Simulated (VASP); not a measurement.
# BiTe2 in VASP: settings compared

The runs below take BiTe2 through single point, with PBE, LDA.

Program: VASP 6.6.1. These are calculated values, not measurements. Logs are shortened: lines on timing, memory, paths and dates and some standing lists are left out, and cuts for length are marked.

## 1. The cell of the first run

The cell holds a slab with vacuum, 6 atoms: a = 4.447 Å, b = 4.447 Å, c = 25.723 Å, α = 90.00°, β = 90.00°, γ = 120.00°.

## 2. Single point, PBE

INCAR

```
ALGO = Normal
DIPOL = 0.5 0.5 0.500
EDIFF = 1E-6
ENCUT = 400
GGA = PE
GGA_COMPAT = F
IDIPOL = 3
ISIF = 2
ISMEAR = 0
LASPH = T
LCHARG = F
LDIPOL = T
LREAL = F
LWAVE = F
NBANDS = 36
NELM = 120
NELMDL = -8
PREC = Accurate
SIGMA = 0.05
```

KPOINTS

```
k-points
0
Gamma
  9 9 1
```

POSCAR

```
BiTe2
1.0
    4.4465494044      0.0000000000      0.0000000000
   -2.2232747022      3.8508247434      0.0000000000
    0.0000000000      0.0000000000     25.7228911982
Te Bi
4 2
Direct
    0.6666666667      0.3333333333      0.2915690908
    0.3333333333      0.6666666667      0.4382627790
    0.6666666667      0.3333333333      0.5617372210
    0.3333333333      0.6666666667      0.7084309092
    0.0000000000      0.0000000000      0.3714493614
    0.0000000000      0.0000000000      0.6285506386
```

Potentials or basis: VASP PAW PBE potentials, release 64 (Te, Bi_d).

Command:

```
cat potpaw_PBE.64/Te/POTCAR potpaw_PBE.64/Bi_d/POTCAR > POTCAR
mpirun -np 1 vasp_std > vasp.out
```

OUTCAR:

```text
EDIFF = 1E-6
   ENCUT = 400
   GGA = PE
   ISIF = 2
   ISMEAR = 0
   LASPH = T
   LREAL = F
   NELM = 120
   NELMDL = -8
   PREC = Accurate

 ion  position               nearest neighbor table
   1  0.667  0.333  0.292-   5 3.29   5 3.29   5 3.29
   2  0.333  0.667  0.438-   5 3.09   5 3.09   5 3.09
   3  0.667  0.333  0.562-   6 3.09   6 3.09   6 3.09
   4  0.333  0.667  0.708-   6 3.29   6 3.29   6 3.29
   5  0.000  0.000  0.371-   2 3.09   2 3.09   2 3.09   1 3.29   1 3.29   1 3.29
   6  0.000  0.000  0.629-   3 3.09   3 3.09   3 3.09   4 3.29   4 3.29   4 3.29

  LATTYP: Found a hexagonal cell.
 ALAT       =     4.4465494044
 C/A-ratio  =     5.7849106934

  Lattice vectors:

 A1 = (   4.4465494044,   0.0000000000,   0.0000000000)
 A2 = (  -2.2232747022,   3.8508247434,   0.0000000000)
 A3 = (   0.0000000000,   0.0000000000,  25.7228911982)

Analysis of symmetry for initial positions (statically):
=====================================================================
 Subroutine PRICEL returns:
 Original cell was already a primitive cell.

 Routine SETGRP: Setting up the symmetry group for a
 hexagonal supercell.

 Subroutine GETGRP returns: Found 12 space group operations
 (whereof 12 operations were pure point group operations)
 out of a pool of 24 trial point group operations.

The static configuration has the point symmetry D_3d.

Analysis of symmetry for dynamics (positions and initial velocities):
=====================================================================
 Subroutine PRICEL returns:
 Original cell was already a primitive cell.

 Routine SETGRP: Setting up the symmetry group for a
 hexagonal supercell.

 Subroutine GETGRP returns: Found 12 space group operations
 (whereof 12 operations were pure point group operations)
 out of a pool of 24 trial point group operations.

The dynamic configuration has the point symmetry D_3d.

 Subroutine INISYM returns: Found 12 space group operations
 (whereof 12 operations are pure point group operations),
 and found     1 'primitive' translations

----------------------------------------------------------------------------------------

                                     Primitive cell

  volume of cell :     440.4500

  direct lattice vectors                    reciprocal lattice vectors
     4.446549404  0.000000000  0.000000000     0.224893487  0.129842315  0.000000000
    -2.223274702  3.850824743  0.000000000     0.000000000  0.259684630  0.000000000
     0.000000000  0.000000000 25.722891198     0.000000000  0.000000000  0.038875879

  length of vectors
     4.446549404  4.446549404 25.722891198     0.259684630  0.259684630  0.038875879

  position of ions in fractional coordinates (direct lattice)
     0.666666667  0.333333333  0.291569091
     0.333333333  0.666666667  0.438262779
     0.666666667  0.333333333  0.561737221
     0.333333333  0.666666667  0.708430909
     0.000000000  0.000000000  0.371449361
     0.000000000  0.000000000  0.628550639

  ion indices of the primitive-cell ions
   primitive index   ion index
                 1           1
                 2           2
                 3           3
                 4           4
                 5           5
                 6           6

----------------------------------------------------------------------------------------

 KPOINTS: k-points

Automatic generation of k-mesh.
 Grid dimensions read from file:
 generate k-points for:    9    9    1

 Generating k-lattice:

  Cartesian coordinates                     Fractional coordinates (reciprocal lattice)
     0.024988165  0.014426924  0.000000000     0.111111111  0.000000000  0.000000000
     0.000000000  0.028853848  0.000000000     0.000000000  0.111111111  0.000000000
     0.000000000  0.000000000  0.038875879     0.000000000  0.000000000  1.000000000

  Length of vectors
     0.028853848  0.028853848  0.038875879

  Shift w.r.t. Gamma in fractional coordinates (k-lattice)
     0.000000000  0.000000000  0.000000000

 Subroutine IBZKPT returns following result:
 ===========================================

 Found     12 irreducible k-points:

 Following reciprocal coordinates:
            Coordinates               Weight
  0.000000  0.000000  0.000000      1.000000
  0.111111  0.000000  0.000000      6.000000
  0.222222  0.000000  0.000000      6.000000
  0.333333  0.000000  0.000000      6.000000
  0.444444  0.000000  0.000000      6.000000
  0.111111  0.111111  0.000000      6.000000
  0.222222  0.111111  0.000000     12.000000
  0.333333  0.111111  0.000000     12.000000
  0.444444  0.111111  0.000000      6.000000
  0.222222  0.222222  0.000000      6.000000
  0.333333  0.222222  0.000000     12.000000
  0.333333  0.333333  0.000000      2.000000
   k-points           NKPTS =     12   k-points in BZ     NKDIM =     12   number of bands    NBANDS=     36
   number of dos      NEDOS =    301   number of ions     NIONS =      6
   total plane-waves  NPLWV = 151200
   dimension x,y,z NGX =    30 NGY =   30 NGZ =  168
   dimension x,y,z NGXF=    60 NGYF=   60 NGZF=  336
   ions per type =               4   2
   NGX,Y,Z   is equivalent  to a cutoff of  11.22, 11.22, 10.86 a.u.
   NGXF,Y,Z  is equivalent  to a cutoff of  22.43, 22.43, 21.72 a.u.
 SYSTEM =  unknown system
   PREC   = accura    normal or accurate (medium, high low for compatibility)
   ISTART =      0    job   : 0-new  1-cont  2-samecut
   ICHARG =      2    charge: 1-file 2-atom 10-const
   ISPIN  =      1    spin polarized calculation?
   LNONCOLLINEAR =      F non collinear calculations
   LSORBIT =      F    spin-orbit coupling
   LASPH  =      T    aspherical Exc in radial PAW
   ENCUT  =  400.0 eV  29.40 Ry    5.42 a.u.   7.25  7.25 41.95*2*pi/ulx,y,z
   NELM   =    120;   NELMIN=  2; NELMDL= -8     # of ELM steps
   EDIFF  = 0.1E-05   stopping-criterion for ELM
   LREAL  =      F    real-space projection
   EDIFFG = 0.1E-04   stopping-criterion for IOM
   NSW    =      0    number of steps for IOM
   IBRION =     -1    ionic relax: 0-MD 1-quasi-New 2-CG
   NFREE  =      0    steps in history (QN), initial steepest desc. (CG)
   ISIF   =      2    stress and relaxation
   ISYM   =      2    0-nonsym 1-usesym 2-fastsym
   POTIM  = 0.5000    time-step for ionic-motion
   TEBEG  =    0.0;   TEEND  =   0.0 temperature during run
[... 35 lines left out ...]
  ext. energy  EPLUGINS =         0.00000000
  ---------------------------------------------------
  free energy    TOTEN  =       -19.99754224 eV

  energy without entropy =      -19.98358293  energy(sigma->0) =      -19.99056258

 E-fermi :  -0.6032     XC(G=0):  -5.0259

 val. band max:       -0.6289491491   @ k =   0.3333   0.2222   0.0000
 cond. band min:      -0.5893663731   @ k =   0.3333   0.1111   0.0000
 fundamental gap:      0.0395827760
 Fermi energy:        -0.6032475116

 k-point     1 :       0.0000    0.0000    0.0000
  band No.  band energies     occupation
      1     -23.2199      2.00000
      2     -23.2199      2.00000
      3     -23.2199      2.00000
      4     -23.2199      2.00000
      5     -23.2110      2.00000
      6     -23.2110      2.00000
[... 28 lines left out ...]
     35       4.5632      0.00000
     36       4.7110      0.00000

 k-point     2 :       0.1111    0.0000    0.0000
  band No.  band energies     occupation
      1     -23.2205      2.00000
      2     -23.2205      2.00000
      3     -23.2186      2.00000
      4     -23.2186      2.00000
      5     -23.2103      2.00000
      6     -23.2103      2.00000
[... 28 lines left out ...]
     35       4.7228      0.00000
     36       4.8320      0.00000

 k-point     3 :       0.2222    0.0000    0.0000
  band No.  band energies     occupation
      1     -23.2222      2.00000
      2     -23.2222      2.00000
      3     -23.2156      2.00000
      4     -23.2156      2.00000
      5     -23.2106      2.00000
      6     -23.2106      2.00000
[... 28 lines left out ...]
     35       4.6473      0.00000
     36       4.8747      0.00000

 k-point     4 :       0.3333    0.0000    0.0000
  band No.  band energies     occupation
      1     -23.2246      2.00000
      2     -23.2246      2.00000
      3     -23.2130      2.00000
      4     -23.2130      2.00000
      5     -23.2123      2.00000
      6     -23.2123      2.00000
[... 28 lines left out ...]
     35       4.2798      0.00000
     36       4.5274      0.00000

 k-point     5 :       0.4444    0.0000    0.0000
  band No.  band energies     occupation
      1     -23.2263      2.00000
      2     -23.2263      2.00000
      3     -23.2134      2.00000
      4     -23.2134      2.00000
      5     -23.2121      2.00000
      6     -23.2121      2.00000
[... 28 lines left out ...]
     35       4.0833      0.00000
     36       4.2701      0.00000

 k-point     6 :       0.1111    0.1111    0.0000
  band No.  band energies     occupation
      1     -23.2213      2.00000
      2     -23.2213      2.00000
      3     -23.2169      2.00000
      4     -23.2169      2.00000
      5     -23.2099      2.00000
      6     -23.2099      2.00000
[... 28 lines left out ...]
     35       4.8195      0.00000
     36       5.0216      0.00000

 k-point     7 :       0.2222    0.1111    0.0000
  band No.  band energies     occupation
      1     -23.2228      2.00000
      2     -23.2228      2.00000
      3     -23.2147      2.00000
      4     -23.2147      2.00000
      5     -23.2113      2.00000
      6     -23.2113      2.00000
[... 28 lines left out ...]
     35       4.5996      0.00000
     36       4.8867      0.00000

 k-point     8 :       0.3333    0.1111    0.0000
  band No.  band energies     occupation
      1     -23.2246      2.00000
      2     -23.2246      2.00000
      3     -23.2133      2.00000
      4     -23.2133      2.00000
      5     -23.2125      2.00000
      6     -23.2125      2.00000
[... 28 lines left out ...]
     35       4.3875      0.00000
     36       4.6309      0.00000

 k-point     9 :       0.4444    0.1111    0.0000
  band No.  band energies     occupation
      1     -23.2254      2.00000
      2     -23.2254      2.00000
      3     -23.2130      2.00000
      4     -23.2130      2.00000
      5     -23.2129      2.00000
      6     -23.2129      2.00000
[... 28 lines left out ...]
     35       4.3028      0.00000
     36       4.5065      0.00000

 k-point    10 :       0.2222    0.2222    0.0000
  band No.  band energies     occupation
      1     -23.2228      2.00000
      2     -23.2227      2.00000
      3     -23.2148      2.00000
      4     -23.2148      2.00000
      5     -23.2114      2.00000
      6     -23.2114      2.00000
[... 28 lines left out ...]
     35       4.8066      0.00000
     36       5.0866      0.00000

 k-point    11 :       0.3333    0.2222    0.0000
  band No.  band energies     occupation
      1     -23.2227      2.00000
      2     -23.2227      2.00000
      3     -23.2151      2.00000
      4     -23.2151      2.00000
      5     -23.2114      2.00000
      6     -23.2114      2.00000
[... 28 lines left out ...]
     35       4.8087      0.00000
     36       5.3217      0.00000

 k-point    12 :       0.3333    0.3333    0.0000
  band No.  band energies     occupation
      1     -23.2209      2.00000
      2     -23.2209      2.00000
      3     -23.2168      2.00000
      4     -23.2168      2.00000
      5     -23.2095      2.00000
      6     -23.2095      2.00000
[... 28 lines left out ...]
     35       5.4174      0.00000
     36       6.1222      0.00000

------------------------ aborting loop because EDIFF is reached ----------------------------------------

 vacuum level on the upper side and lower side of the slab       (xc-potential included)        -0.164        -0.164

  FORCE on cell =-STRESS in cart. coord.  units (eV):
  Direction    XX          YY          ZZ          XY          YZ          ZX
  --------------------------------------------------------------------------------------
  -------------------------------------------------------------------------------------
  Total       -3.8702586     -3.8702586     -0.9813835      0.0000000     -0.0000000      0.0000000
  in kB      -14.0784198    -14.0784198     -3.5698724      0.0000000     -0.0000000      0.0000000
  external PRESSURE =     -10.5755707 kB  Pullay stress =       0.0000000 kB

 VOLUME and BASIS-vectors are now :
 -----------------------------------------------------------------------------
  energy-cutoff  :      400.00
  volume of cell :      440.45
      direct lattice vectors                 reciprocal lattice vectors
     4.446549404  0.000000000  0.000000000     0.224893487  0.129842315  0.000000000
    -2.223274702  3.850824743  0.000000000     0.000000000  0.259684630  0.000000000
     0.000000000  0.000000000 25.722891198     0.000000000  0.000000000  0.038875879

 POSITION                                       TOTAL-FORCE (eV/Angst)
 -----------------------------------------------------------------------------------
      2.22327      1.28361      7.50000         0.000000     -0.000000      0.446958
     -0.00000      2.56722     11.27339         0.000000     -0.000000      0.629094
      2.22327      1.28361     14.44951        -0.000000     -0.000000     -0.629094
     -0.00000      2.56722     18.22289        -0.000000     -0.000000     -0.446958
      0.00000      0.00000      9.55475        -0.000000      0.000000     -0.887567
      0.00000      0.00000     16.16814         0.000000      0.000000      0.887567
 -----------------------------------------------------------------------------------
    total drift:                                0.000000     -0.000000      0.000000

  FREE ENERGIE OF THE ION-ELECTRON SYSTEM (eV)
  ---------------------------------------------------
  free  energy   TOTEN  =       -19.9975422377 eV

  energy  without entropy=      -19.9835829254  energy(sigma->0) =      -19.99056258

 vacuum level on the upper side and lower side of the slab         5.047         5.047
```

Wall time 2.1 min (1 thread of Intel Xeon Platinum 8559C (Emerald Rapids), shared host); peak memory 0.4 GiB.

Results:

```
Free energy            : -19.9975 eV
Largest force          : 0.888 eV/Å
Band gap on the k mesh : zero (band 27 reaches -0.45 eV, above the bottom of band 28 at -0.73 eV)
```

Forces in eV/Å, atoms in the order of the input:
```
Te   0.000  0.000  0.447
Te   0.000  0.000  0.629
Te   0.000  0.000 -0.629
Te   0.000  0.000 -0.447
Bi   0.000  0.000 -0.888
Bi   0.000  0.000  0.888
```

Caveat: spin-orbit coupling is left out, which moves the levels of the heavy elements.

[end of part 1 of 2]
